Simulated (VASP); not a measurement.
Set up this calculation in VASP 6.6.1, as the native input.

```yaml
Task: relaxation of cell and atoms
Functional: PBE
Potentials_or_basis: VASP PAW PBE potentials, release 64 (Ge_d, Te, O)
Cutoff: 600 eV
k_mesh: 8 × 8 × 10
Occupations: gaussian, width 0.1 eV
Spin: no spin polarisation
Dipole_correction: no
Further_INCAR_settings: ALGO = Normal; EDIFF = 1e-07; IBRION = 2; EDIFFG = -0.01; NSW = 100; ISIF = 3
```

The structure of Ge2TeO3 lies in POSCAR:

```
Ge2TeO3
1.0
    5.7000522071      0.0000000000      0.0000000000
    0.0000000000      5.7000522071      0.0000000000
    0.0000000000      0.0000000000      3.6067226422
Ge Te O
2 1 3
Direct
    0.5000000000      0.0000000000      0.0000000000
    0.0000000000      0.5000000000      0.0000000000
    0.5000000000      0.5000000000      0.0000000000
    0.5000000000      0.0000000000      0.5000000000
    0.0000000000      0.5000000000      0.5000000000
    0.0000000000      0.0000000000      0.5000000000
```

The cell was generated, and may not be a known phase.

The input as run:

INCAR

```
SYSTEM = Ge2TeO3
PREC     = Accurate       ! precision mode
ENCUT    = 600            ! plane-wave cutoff, eV
EDIFF    = 1E-7           ! SCF threshold, eV
ISMEAR   = 0              ! smearing method
SIGMA    = 0.1            ! smearing width, eV
LREAL    = .False.        ! projectors in reciprocal space
LASPH    = .True.         ! aspherical terms in the spheres
NELM     = 100            ! most SCF steps
ALGO     = Normal         ! electronic algorithm
ISIF     = 3              ! what is computed and relaxed
LWAVE    = .False.        ! write WAVECAR
LCHARG   = .False.        ! write CHGCAR
GGA      = PE             ! functional
IBRION   = 2              ! ionic algorithm
NSW      = 100            ! ionic steps
EDIFFG   = -0.01          ! ionic threshold
```

KPOINTS

```
Automatic mesh
0
Gamma
  8 8 10
  0 0 0
```

Potentials or basis: VASP PAW PBE potentials, release 64 (Ge_d, Te, O).

Run with:

```console
$ cat potpaw_PBE.64/Ge_d/POTCAR potpaw_PBE.64/Te/POTCAR potpaw_PBE.64/O/POTCAR > POTCAR
$ mpirun -np 1 vasp_std > vasp.out
```

Results of the run:

* Relaxed volume: 19.79 Å³/atom
* Relaxed cell: a = 5.737 Å, b = 5.737 Å, c = 3.609 Å, α = 90.00°, β = 90.00°, γ = 90.00°
* Space group after relaxing (to 0.1 Å): P4/mmm (No. 123)
* Energy gained by relaxing: 0.4 meV/atom
* Ionic steps: 4
* Pressure after relaxing: 0.0 GPa
* Band gap on the k mesh: zero (bands 26 and 27 overlap by 0.40 eV)

Caveat: semilocal functionals underestimate gaps, and a narrow one can read as zero; spin-orbit coupling is left out, which moves the levels of the heavy elements.

Wall time 31 min on 1 thread of Intel Xeon 8259CL, with other jobs on the host, peak memory 0.53 GiB.
